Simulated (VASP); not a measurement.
# Te2Mo (P6_3/mmc) in VASP: a series of runs

The runs below take Te2Mo through single point, with PBE+D3(BJ).

All numbers are computed with VASP 6.6.1; they aren't measurements. Logs are shortened: lines on timing, memory, paths and dates and some standing lists are left out, and cuts for length are marked.

**1. The cell of the first run**

The structure is hexagonal, space group P6_3/mmc (No. 194). The conventional cell has a = 3.287 Å, b = 3.287 Å, c = 13.701 Å, α = 90.00°, β = 90.00°, γ = 120.00°. Te (site symmetry 3m) has 3 Mo at 2.63 Å and 10 Te at 3.29 to 3.73 Å within 3.8 Å. Within 3.5 Å of Mo (site symmetry -6m2) lie 6 Te at 2.63 Å and 6 Mo at 3.29 Å.

**2. Single point, PBE+D3(BJ) (strain -0.0600 x Voigt [1, 1, 0, 0, 0, 0])**

INCAR

```
SYSTEM = Te2Mo
ALGO = Normal ; EDIFF = 1E-7
ENCUT = 520 ; GGA = PE
ISIF = 2 ; ISMEAR = 0
IVDW = 12 ; LASPH = .TRUE.
LCHARG = .FALSE. ; LREAL = .FALSE.
LWAVE = .FALSE. ; NBANDS = 35
NELM = 60 ; PREC = Accurate
SIGMA = 0.05
```

KPOINTS

```
k-points
0
G
  12 12 2
  0 0 0
```

POSCAR

```
Te2Mo
1.0
    3.2866170807      0.0000000000      0.0000000000
   -1.6433085403      2.8462938844      0.0000000000
    0.0000000000      0.0000000000     13.7008448353
Te Mo
4 2
Direct
    0.3333333333      0.6666666667      0.6173401526
    0.6666666667      0.3333333333      0.1173401526
    0.3333333333      0.6666666667      0.8826598474
    0.6666666667      0.3333333333      0.3826598474
    0.3333333333      0.6666666667      0.2500000000
    0.6666666667      0.3333333333      0.7500000000
```

Potentials or basis: VASP PAW PBE potentials, release 64 (Te, Mo_sv).

Started as:

```console
cat potpaw_PBE.64/Te/POTCAR potpaw_PBE.64/Mo_sv/POTCAR > POTCAR
mpirun -np 1 vasp_std > vasp.out
```

OUTCAR:

```text
SYSTEM = Te2Mo
   EDIFF = 1E-7
   ENCUT = 520
   GGA = PE
   ISIF = 2
   ISMEAR = 0
   IVDW = 12
   LASPH = .TRUE.
   LREAL = .FALSE.
   NELM = 60
   PREC = Accurate
 IVDW          = 12

 ion  position               nearest neighbor table
   1  0.333  0.667  0.617-   6 2.63   6 2.63   6 2.63   3 3.64
   2  0.667  0.333  0.117-   5 2.63   5 2.63   5 2.63   4 3.64
   3  0.333  0.667  0.883-   6 2.63   6 2.63   6 2.63   1 3.64
   4  0.667  0.333  0.383-   5 2.63   5 2.63   5 2.63   2 3.64
   5  0.333  0.667  0.250-   2 2.63   4 2.63   2 2.63   4 2.63   2 2.63   4 2.63
   6  0.667  0.333  0.750-   1 2.63   3 2.63   1 2.63   3 2.63   1 2.63   3 2.63

  LATTYP: Found a hexagonal cell.
 ALAT       =     3.2866170807
 C/A-ratio  =     4.1686769401

  Lattice vectors:

 A1 = (   3.2866170807,   0.0000000000,   0.0000000000)
 A2 = (  -1.6433085403,   2.8462938844,   0.0000000000)
 A3 = (   0.0000000000,   0.0000000000,  13.7008448353)

Analysis of symmetry for initial positions (statically):
=====================================================================
 Subroutine PRICEL returns:
 Original cell was already a primitive cell.

 Routine SETGRP: Setting up the symmetry group for a
 hexagonal supercell.

 Subroutine GETGRP returns: Found 24 space group operations
 (whereof 12 operations were pure point group operations)
 out of a pool of 24 trial point group operations.

The static configuration has the point symmetry D_3d.
 The point group associated with its full space group is D_6h.

Analysis of symmetry for dynamics (positions and initial velocities):
=====================================================================
 Subroutine PRICEL returns:
 Original cell was already a primitive cell.

 Routine SETGRP: Setting up the symmetry group for a
 hexagonal supercell.

 Subroutine GETGRP returns: Found 24 space group operations
 (whereof 12 operations were pure point group operations)
 out of a pool of 24 trial point group operations.

The dynamic configuration has the point symmetry D_3d.
 The point group associated with its full space group is D_6h.

 Subroutine INISYM returns: Found 24 space group operations
 (whereof 12 operations are pure point group operations),
 and found     1 'primitive' translations

----------------------------------------------------------------------------------------

                                     Primitive cell

  volume of cell :     128.1670

  direct lattice vectors                    reciprocal lattice vectors
     3.286617081  0.000000000  0.000000000     0.304264225  0.175667032  0.000000000
    -1.643308540  2.846293884  0.000000000     0.000000000  0.351334065  0.000000000
     0.000000000  0.000000000 13.700844835     0.000000000  0.000000000  0.072988200

  length of vectors
     3.286617081  3.286617081 13.700844835     0.351334065  0.351334065  0.072988200

  position of ions in fractional coordinates (direct lattice)
     0.333333333  0.666666667  0.617340153
     0.666666667  0.333333333  0.117340153
     0.333333333  0.666666667  0.882659847
     0.666666667  0.333333333  0.382659847
     0.333333333  0.666666667  0.250000000
     0.666666667  0.333333333  0.750000000

  ion indices of the primitive-cell ions
   primitive index   ion index
                 1           1
                 2           2
                 3           3
                 4           4
                 5           5
                 6           6

----------------------------------------------------------------------------------------

 KPOINTS: k-points

Automatic generation of k-mesh.
 Grid dimensions read from file:
 generate k-points for:   12   12    2

 Generating k-lattice:

  Cartesian coordinates                     Fractional coordinates (reciprocal lattice)
     0.025355352  0.014638919  0.000000000     0.083333333  0.000000000  0.000000000
     0.000000000  0.029277839  0.000000000     0.000000000  0.083333333  0.000000000
     0.000000000  0.000000000  0.036494100     0.000000000  0.000000000  0.500000000

  Length of vectors
     0.029277839  0.029277839  0.036494100

  Shift w.r.t. Gamma in fractional coordinates (k-lattice)
     0.000000000  0.000000000  0.000000000

 Subroutine IBZKPT returns following result:
 ===========================================

 Found     38 irreducible k-points:

 Following reciprocal coordinates:
            Coordinates               Weight
  0.000000  0.000000  0.000000      1.000000
  0.083333 -0.000000  0.000000      6.000000
  0.166667 -0.000000  0.000000      6.000000
  0.250000 -0.000000  0.000000      6.000000
  0.333333 -0.000000  0.000000      6.000000
  0.416667 -0.000000  0.000000      6.000000
[... 16 lines left out ...]
  0.250000 -0.000000  0.500000      6.000000
  0.333333 -0.000000  0.500000      6.000000
 [... further k-points ...]
   k-points           NKPTS =     38   k-points in BZ     NKDIM =     38   number of bands    NBANDS=     35
   number of dos      NEDOS =    301   number of ions     NIONS =      6
   total plane-waves  NPLWV =  62208
   dimension x,y,z NGX =    24 NGY =   24 NGZ =  108
   dimension x,y,z NGXF=    48 NGYF=   48 NGZF=  216
   ions per type =               4   2
   NGX,Y,Z   is equivalent  to a cutoff of  12.14, 12.14, 13.10 a.u.
   NGXF,Y,Z  is equivalent  to a cutoff of  24.28, 24.28, 26.21 a.u.
 SYSTEM =  Te2Mo
   PREC   = accura    normal or accurate (medium, high low for compatibility)
   ISTART =      0    job   : 0-new  1-cont  2-samecut
   ICHARG =      2    charge: 1-file 2-atom 10-const
   ISPIN  =      1    spin polarized calculation?
   LNONCOLLINEAR =      F non collinear calculations
   LSORBIT =      F    spin-orbit coupling
   LASPH  =      T    aspherical Exc in radial PAW
   ENCUT  =  520.0 eV  38.22 Ry    6.18 a.u.   6.11  6.11 25.47*2*pi/ulx,y,z
   NELM   =     60;   NELMIN=  2; NELMDL= -5     # of ELM steps
   EDIFF  = 0.1E-06   stopping-criterion for ELM
   LREAL  =      F    real-space projection
   EDIFFG = 0.1E-05   stopping-criterion for IOM
   NSW    =      0    number of steps for IOM
   IBRION =     -1    ionic relax: 0-MD 1-quasi-New 2-CG
   NFREE  =      0    steps in history (QN), initial steepest desc. (CG)
   ISIF   =      2    stress and relaxation
   ISYM   =      2    0-nonsym 1-usesym 2-fastsym
   POTIM  = 0.5000    time-step for ionic-motion
   TEBEG  =    0.0;   TEEND  =   0.0 temperature during run
   PSTRESS=    0.0 pullay stress
   NELECT =      52.0000    total number of electrons
   NUPDOWN=      -1.0000    fix difference up-down
   EMIN   =  10.00;   EMAX   =-10.00  energy-range for DOS
   EFERMI =   0.00;   METHOD = LEGACY
   ISMEAR =     0;   SIGMA  =   0.05  broadening in eV -4-tet -1-fermi 0-gaus
   EFERMI_NEDOS =   21; number of points for ismear=-14 and -15
   IALGO  =     38    algorithm
   IMIX   =      4    mixing-type and parameters
     AMIX     =   0.40;   BMIX     =  1.00
     AMIX_MAG =   1.60;   BMIX_MAG =  1.00
  volume/ion in A,a.u.               =      21.36       144.15
  Fermi-wavevector in a.u.,A,eV,Ry     =   1.211948  2.290249 19.984472  1.468817
  Thomas-Fermi vector in A             =   2.347447
   LORBIT       =      0    0 simple, 1 ext, 2 COOP (PROOUT), +10 PAW based schemes
   GGA     = PE    functional components
   LHFCALC =     F    Hartree Fock is set to
   AEXX    =    0.0000 exact exchange contribution
   IVDW    =    12    specifies the selected vdW correction
   LEPSILON=     F    determine dielectric tensor
   LRPA    =     F    only Hartree local field effects (RPA)
 non-spin polarized calculation
 Gauss-broadening in eV      SIGMA  =   0.05
  energy-cutoff  :      520.00
  volume of cell :      128.17
 maximum number of plane-waves:      3486
   NGX = 13   NGY = 13   NGZ = 51

 number of electron      52.0000005 magnetization

 Free energy of the ion-electron system (eV)
  ---------------------------------------------------
  ext. energy  EPLUGINS =         0.00000000
  ---------------------------------------------------
  free energy    TOTEN  =       -34.65101260 eV

  energy without entropy =      -34.65101258  energy(sigma->0) =      -34.65101259

 E-fermi :  10.7369     XC(G=0): -11.2450

 val. band max:       10.5775032121   @ k =   0.5000  -0.0000   0.0000
 cond. band min:      10.9064125787   @ k =   0.2500   0.1667   0.0000
 fundamental gap:      0.3289093665
 Fermi energy:        10.7369019824

 k-point     1 :       0.0000    0.0000    0.0000
  band No.  band energies     occupation
      1     -50.2772      2.00000
      2     -50.2772      2.00000
      3     -24.6173      2.00000
      4     -24.6172      2.00000
      5     -24.2707      2.00000
      6     -24.2707      2.00000
[... 27 lines left out ...]
     34      14.7332      0.00000
     35      17.1421      0.00000

 k-point     2 :       0.0833   -0.0000    0.0000
  band No.  band energies     occupation
      1     -50.2755      2.00000
      2     -50.2755      2.00000
      3     -24.6130      2.00000
      4     -24.6129      2.00000
      5     -24.2895      2.00000
      6     -24.2895      2.00000
[... 27 lines left out ...]
     34      14.4620      0.00000
     35      17.1918      0.00000

 k-point     3 :       0.1667   -0.0000    0.0000
  band No.  band energies     occupation
      1     -50.2708      2.00000
      2     -50.2708      2.00000
      3     -24.6012      2.00000
      4     -24.6012      2.00000
      5     -24.3405      2.00000
      6     -24.3405      2.00000
[... 27 lines left out ...]
     34      14.6244      0.00000
     35      16.9958      0.00000

 k-point     4 :       0.2500   -0.0000    0.0000
  band No.  band energies     occupation
      1     -50.2643      2.00000
      2     -50.2643      2.00000
      3     -24.5851      2.00000
      4     -24.5851      2.00000
      5     -24.4096      2.00000
      6     -24.4096      2.00000
[... 27 lines left out ...]
     34      14.7659      0.00000
     35      16.7567      0.00000

 k-point     5 :       0.3333   -0.0000    0.0000
  band No.  band energies     occupation
      1     -50.2579      2.00000
      2     -50.2579      2.00000
      3     -24.5690      2.00000
      4     -24.5689      2.00000
      5     -24.4778      2.00000
      6     -24.4778      2.00000
[... 638 lines left out ...]
 k-point    22 :       0.1667   -0.0000    0.5000
  band No.  band energies     occupation
      1     -50.2708      2.00000
      2     -50.2708      2.00000
      3     -24.6012      2.00000
      4     -24.6012      2.00000
      5     -24.3405      2.00000
      6     -24.3405      2.00000
[... 27 lines left out ...]
     34      14.4463      0.00000
     35      17.5214      0.00000

 k-point    23 :       0.2500   -0.0000    0.5000
  band No.  band energies     occupation
      1     -50.2643      2.00000
      2     -50.2643      2.00000
      3     -24.5851      2.00000
      4     -24.5851      2.00000
      5     -24.4096      2.00000
      6     -24.4096      2.00000
[... 27 lines left out ...]
     34      14.4780      0.00000
     35      16.6588      0.00000

 k-point    24 :       0.3333   -0.0000    0.5000
  band No.  band energies     occupation
      1     -50.2579      2.00000
      2     -50.2579      2.00000
      3     -24.5690      2.00000
      4     -24.5690      2.00000
      5     -24.4778      2.00000
      6     -24.4778      2.00000
[... 27 lines left out ...]
     34      14.4529      0.00000
     35      15.8397      0.00000

 [... further k-points ...]

------------------------ aborting loop because EDIFF is reached ----------------------------------------

 Edisp (eV)   -3.76508

 E8    (eV) :    -1.7322

  FORCE on cell =-STRESS in cart. coord.  units (eV):
  Direction    XX          YY          ZZ          XY          YZ          ZX
  --------------------------------------------------------------------------------------
  -------------------------------------------------------------------------------------
  Total      13.86051    13.86051    10.02146     0.00000     0.00000     0.00000
  in kB     173.26606   173.26606   125.27534     0.00000     0.00000     0.00000
  external pressure =      157.27 kB  Pullay stress =        0.00 kB

 VOLUME and BASIS-vectors are now :
 -----------------------------------------------------------------------------
  energy-cutoff  :      520.00
  volume of cell :      128.17
      direct lattice vectors                 reciprocal lattice vectors
     3.286617081  0.000000000  0.000000000     0.304264225  0.175667032  0.000000000
    -1.643308540  2.846293884  0.000000000     0.000000000  0.351334065  0.000000000
     0.000000000  0.000000000 13.700844835     0.000000000  0.000000000  0.072988200

 POSITION                                       TOTAL-FORCE (eV/Angst)
 -----------------------------------------------------------------------------------
     -0.00000      1.89753      8.45808        -0.000000      0.000000     -1.319478
      1.64331      0.94876      1.60766         0.000000      0.000000     -1.319478
     -0.00000      1.89753     12.09319        -0.000000     -0.000000      1.319478
      1.64331      0.94876      5.24276         0.000000     -0.000000      1.319478
     -0.00000      1.89753      3.42521         0.000000     -0.000000      0.000000
      1.64331      0.94876     10.27563        -0.000000      0.000000      0.000000
 -----------------------------------------------------------------------------------
    total drift:                                0.000000     -0.000000      0.000000

  FREE ENERGIE OF THE ION-ELECTRON SYSTEM (eV)
  ---------------------------------------------------
  free  energy   TOTEN  =       -38.4160965572 eV

  energy  without entropy=      -38.4160965338  energy(sigma->0) =      -38.41609655
```

Wall time 70 s (1 thread of Intel Xeon 6975P-C (Granite Rapids), shared host); peak memory 0.33 GiB.

Results:

```
Free energy                : -38.4161 eV
Pressure                   : 15.7 GPa
Largest force              : 1.319 eV/Å
Band gap on the k mesh     : 0.33 eV (least direct gap 0.82 eV)
Dispersion energy per atom : -0.628 eV
```

Forces on the atoms (eV/Å):
```
Te   0.000  0.000 -1.319
Te   0.000  0.000 -1.319
Te   0.000  0.000  1.319
Te   0.000  0.000  1.319
Mo   0.000  0.000  0.000
Mo   0.000  0.000  0.000
```

Levels at points of the mesh, in eV from the valence-band top:
```csv
k point,band 24,band 25,band 26,band 27,band 28,band 29
"(0.00, 0.00, 0.00)",-1.03,-0.94,-0.59,3.54,3.54,3.73
"(0.50, 0.00, 0.00)",-1.44,-0.42,0.00,1.35,1.60,1.65
"(0.00, 0.00, 0.50)",-1.05,-0.70,-0.70,3.59,3.59,3.59
"(0.50, 0.00, 0.50)",-1.47,-0.22,-0.22,1.62,1.62,1.65
```

Caveat: the cell differs from its parent crystal (strain -0.0600 x Voigt [1, 1, 0, 0, 0, 0]); the cell stands under pressure; spin-orbit coupling is left out, which moves the levels of the heavy elements; forces of over 1 eV/Å act on the atoms, so gaps and moduli don't describe the material at rest.

(Continued in part 2 of 2.)
